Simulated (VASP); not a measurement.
# SiO2 (Cristobalite) (P4_12_12) in VASP: further runs, part 3 of 3

VASP 6.6.1. Earlier steps stand in the parts before.

## (4) Electric field gradients, r2SCAN

The input, POSCAR:

```
SiO2
1.0
    4.9820000000      0.0000000000      0.0000000000
    0.0000000000      4.9820000000      0.0000000000
    0.0000000000      0.0000000000      6.9630000000
Si O
4 8
Direct
    0.3039072731      0.3039072731      0.0000000000
    0.1960927269      0.8039072731      0.2500000000
    0.6960927269      0.6960927269      0.5000000000
    0.8039072731      0.1960927269      0.7500000000
    0.2373153555      0.1139731861      0.1837399653
    0.3860268139      0.7373153555      0.4337399653
    0.7626846445      0.8860268139      0.6837399653
    0.6139731861      0.2626846445      0.9337399653
    0.7373153555      0.3860268139      0.5662600347
    0.8860268139      0.7626846445      0.3162600347
    0.2626846445      0.6139731861      0.0662600347
    0.1139731861      0.2373153555      0.8162600347
```

The input, INCAR.step1:

```
SYSTEM = SiO2
PREC = Accurate
ENCUT = 520
ISMEAR = -1
SIGMA = 0.02
LREAL = .False.
LASPH = .True.
NELM = 100
NBANDS = 44
GGA = PE
ALGO = Normal
EDIFF = 1E-4
LWAVE = .True.
LCHARG = .False.
```

The input, INCAR.step2:

```
SYSTEM = SiO2
PREC = Accurate
ENCUT = 520
EDIFF = 1E-8
ISMEAR = -1
SIGMA = 0.02
LREAL = .False.
LASPH = .True.
NELM = 100
ALGO = Normal
ISIF = 2
LWAVE = .False.
LCHARG = .False.
METAGGA = R2SCAN
LMIXTAU = .True.
LEFG = .True.
NBANDS = 44
ISTART = 1
```

The input, KPOINTS:

```
Automatic mesh
0
Gamma
  5 5 4
  0 0 0
```

Potentials or basis: VASP PAW PBE potentials, release 64 (Si, O).

Command:

```console
$ cat potpaw_PBE.64/Si/POTCAR potpaw_PBE.64/O/POTCAR > POTCAR
$ cp INCAR.step1 INCAR
$ mpirun -np 1 vasp_std > vasp.out
$ cp INCAR.step2 INCAR
$ mpirun -np 1 vasp_std > vasp.out
```

OUTCAR:

```text
SYSTEM = SiO2
   PREC = Accurate
   ENCUT = 520
   EDIFF = 1E-8
   ISMEAR = -1
   LREAL = .False.
   LASPH = .True.
   NELM = 100
   ISIF = 2
   METAGGA = R2SCAN
   ISTART = 1

 ion  position               nearest neighbor table
   1  0.304  0.304  0.000-   8 1.63  11 1.63   5 1.63  12 1.63   2 3.09   4 3.09   2 3.09   4 3.09

   2  0.196  0.804  0.250-   5 1.63  10 1.63   6 1.63  11 1.63   1 3.09   3 3.09   1 3.09   3 3.09

   3  0.696  0.696  0.500-   6 1.63   9 1.63   7 1.63  10 1.63   2 3.09   4 3.09   4 3.09   2 3.09

   4  0.804  0.196  0.750-   7 1.63  12 1.63   9 1.63   8 1.63   1 3.09   3 3.09   3 3.09   1 3.09

   5  0.237  0.114  0.184-   2 1.63   1 1.63
   6  0.386  0.737  0.434-   3 1.63   2 1.63
   7  0.763  0.886  0.684-   4 1.63   3 1.63
   8  0.614  0.263  0.934-   1 1.63   4 1.63
   9  0.737  0.386  0.566-   3 1.63   4 1.63
  10  0.886  0.763  0.316-   2 1.63   3 1.63
  11  0.263  0.614  0.066-   1 1.63   2 1.63
  12  0.114  0.237  0.816-   4 1.63   1 1.63

  LATTYP: Found a simple tetragonal cell.
 ALAT       =     4.9820000000
 C/A-ratio  =     1.3976314733

  Lattice vectors:

 A1 = (   4.9820000000,   0.0000000000,   0.0000000000)
 A2 = (   0.0000000000,   4.9820000000,   0.0000000000)
 A3 = (   0.0000000000,   0.0000000000,   6.9630000000)

[... 1090 lines left out ...]
   3       0.359     0.359    -0.719     0.323    -2.585     2.585
   4       0.359     0.359    -0.719    -0.323    -2.585    -2.585
   5     -48.771    43.990     4.781    19.119   -14.596   -57.355
   6      43.990   -48.771     4.781   -19.119    57.355   -14.596
   7     -48.771    43.990     4.781    19.119    14.596    57.355
   8      43.990   -48.771     4.781   -19.119   -57.355    14.596
   9     -48.771    43.990     4.781   -19.119    14.596   -57.355
  10      43.990   -48.771     4.781    19.119   -57.355   -14.596
  11     -48.771    43.990     4.781   -19.119   -14.596    57.355
  12      43.990   -48.771     4.781    19.119    57.355    14.596
---------------------------------------------------------------------

 Electric field gradients after diagonalization (V/A^2)
 (convention: |V_zz| > |V_xx| > |V_yy|)
----------------------------------------------------------------------
 ion       V_xx      V_yy      V_zz     asymmetry (V_yy - V_xx)/ V_zz
----------------------------------------------------------------------
   1       3.334     0.682    -4.016       0.660
   2       3.334     0.682    -4.016       0.660
   3       3.334     0.682    -4.016       0.660
   4       3.334     0.682    -4.016       0.660
   5     -52.993   -36.195    89.189       0.188
   6     -52.993   -36.195    89.189       0.188
   7     -52.993   -36.195    89.189       0.188
   8     -52.993   -36.195    89.189       0.188
   9     -52.993   -36.195    89.189       0.188
  10     -52.993   -36.195    89.189       0.188
  11     -52.993   -36.195    89.189       0.188
  12     -52.993   -36.195    89.189       0.188
----------------------------------------------------------------------

           NMR quadrupolar parameters

 Cq : quadrupolar parameter    Cq=e*Q*V_zz/h
 eta: asymmetry parameters     (V_yy - V_xx)/ V_zz
 Q  : nuclear electric quadrupole moment in mb (millibarn)
----------------------------------------------------------------------
 ion       Cq(MHz)       eta       Q (mb)
----------------------------------------------------------------------
   1      -0.010       0.660       1.000
   2      -0.010       0.660       1.000
   3      -0.010       0.660       1.000
   4      -0.010       0.660       1.000
   5       0.216       0.188       1.000
   6       0.216       0.188       1.000
   7       0.216       0.188       1.000
   8       0.216       0.188       1.000
   9       0.216       0.188       1.000
  10       0.216       0.188       1.000
  11       0.216       0.188       1.000
  12       0.216       0.188       1.000
----------------------------------------------------------------------
```

OUTCAR.step1:

```text
SYSTEM = SiO2
   PREC = Accurate
   ENCUT = 520
   ISMEAR = -1
   LREAL = .False.
   LASPH = .True.
   NELM = 100
[... 1103 lines left out ...]
      4.41419      3.79969      2.20212         0.005036     -0.000271      0.001780
      1.30869      3.05881      0.46137        -0.000271     -0.005036      0.001780
      0.56781      1.18231      5.68362        -0.005036      0.000271      0.001780
 -----------------------------------------------------------------------------------
    total drift:                               -0.000000      0.000000      0.000000

  FREE ENERGIE OF THE ION-ELECTRON SYSTEM (eV)
  ---------------------------------------------------
  free  energy   TOTEN  =       -94.9012183886 eV

  energy  without entropy=      -94.9012183886  energy(sigma->0) =      -94.90121839
```

OSZICAR.step1:

```text
N       E                     dE             d eps       ncg     rms          rms(c)
DAV:   1     0.404364357257E+03    0.40436E+03   -0.33065E+04  1592   0.133E+03
DAV:   2    -0.762146386899E+02   -0.48058E+03   -0.46465E+03  2036   0.312E+02
DAV:   3    -0.107133154286E+03   -0.30919E+02   -0.30775E+02  1920   0.841E+01
DAV:   4    -0.107546680210E+03   -0.41353E+00   -0.41272E+00  1992   0.107E+01
DAV:   5    -0.107554151017E+03   -0.74708E-02   -0.74648E-02  1944   0.141E+00    0.288E+01
DAV:   6    -0.948498815286E+02    0.12704E+02   -0.49190E+01  1872   0.322E+01    0.136E+01
DAV:   7    -0.948883672940E+02   -0.38486E-01   -0.14250E+00  1904   0.503E+00    0.499E+00
DAV:   8    -0.948849100518E+02    0.34572E-02   -0.66448E-02  1936   0.163E+00    0.197E+00
DAV:   9    -0.948989342207E+02   -0.14024E-01   -0.38371E-02  1768   0.120E+00    0.363E-01
DAV:  10    -0.949012691882E+02   -0.23350E-02   -0.46366E-03  1812   0.320E-01    0.122E-01
DAV:  11    -0.949012072564E+02    0.61932E-04   -0.11837E-03  1920   0.178E-01    0.152E-02
DAV:  12    -0.949012183886E+02   -0.11132E-04   -0.29093E-05  1164   0.282E-02
   1 F= -.94901218E+02 E0= -.94901218E+02  d E =-.290862E-12
```

It took 15 min on 1 thread of Intel Xeon 8259CL, shared host; peak memory 0.36 GiB.

Results:

* Free energy: -119.1224 eV
* Pressure: -3.5 GPa
* Largest force: 0.289 eV/Å
* Band gap on the k mesh: 6.25 eV, direct

Forces in eV/Å, atoms in the order of the input:
```
Si   0.050  0.050  0.000
Si  -0.050  0.050  0.000
Si  -0.050 -0.050  0.000
Si   0.050 -0.050  0.000
O    0.035 -0.154 -0.241
O    0.154  0.035 -0.241
O   -0.035  0.154 -0.241
O   -0.154 -0.035 -0.241
O    0.035  0.154  0.241
O    0.154 -0.035  0.241
O   -0.035 -0.154  0.241
O   -0.154  0.035  0.241
```

Levels at points of the mesh, in eV from the valence-band top:
```
           k point  band 29  band 30  band 31  band 32  band 33  band 34  band 35  band 36
(0.00, 0.00, 0.00)    -0.67    -0.33    -0.33     0.00     6.25     9.58     9.58     9.97
(0.00, 0.00, 0.50)    -0.55    -0.55    -0.37    -0.37     7.54     7.54    10.18    10.18
```

Electric field gradients, principal values (V/Å²):
| atom | least | middle | greatest (by size) |
| --- | --- | --- | --- |
| 1 Si | 0.682 | 3.334 | -4.016 |
| 2 Si | 0.682 | 3.334 | -4.016 |
| 3 Si | 0.682 | 3.334 | -4.016 |
| 4 Si | 0.682 | 3.334 | -4.016 |
| 5 O | -36.195 | -52.993 | 89.189 |
| 6 O | -36.195 | -52.993 | 89.189 |
| 7 O | -36.195 | -52.993 | 89.189 |
| 8 O | -36.195 | -52.993 | 89.189 |
| 9 O | -36.195 | -52.993 | 89.189 |
| 10 O | -36.195 | -52.993 | 89.189 |
| 11 O | -36.195 | -52.993 | 89.189 |
| 12 O | -36.195 | -52.993 | 89.189 |

Caveat: without QUAD_EFG the Cq values of the log hold for a quadrupole moment of 1 mb, not for the nuclei; the PAW data sets were made with another functional, which shifts forces and pressure a little.

## (5) Summary

```csv
level,gap on the mesh (eV),pressure (GPa),largest force (eV/Å)
PBE,5.76,6.4,0.41
PBEsol,5.71,4.5,0.32
r2SCAN,6.25,-3.5,0.29
```

Some of these runs hold the atoms at other places in the same cell, which the table doesn't show; runs alike in all that it shows share one row.

Alike in all rows: task electric field gradients; potentials or basis VASP PAW PBE potentials, release 64 (Si, O); no spin polarisation; cell as given; k mesh 5 × 5 × 4; cutoff (eV) 520; smearing fermi-dirac 0.02 eV.

On the cell as given the gap runs from 5.71 eV (PBEsol) to 6.25 eV (r2SCAN). The pressure there spans -3.5 GPa (r2SCAN) to 6.4 GPa (PBE); a positive pressure means that this level wants a larger cell, a negative one a smaller.

Caveats: the PAW data sets were made with another functional, which shifts forces and pressure a little (some runs).

Total energies depend on the potentials used, so only differences within one code and one set of settings carry meaning.
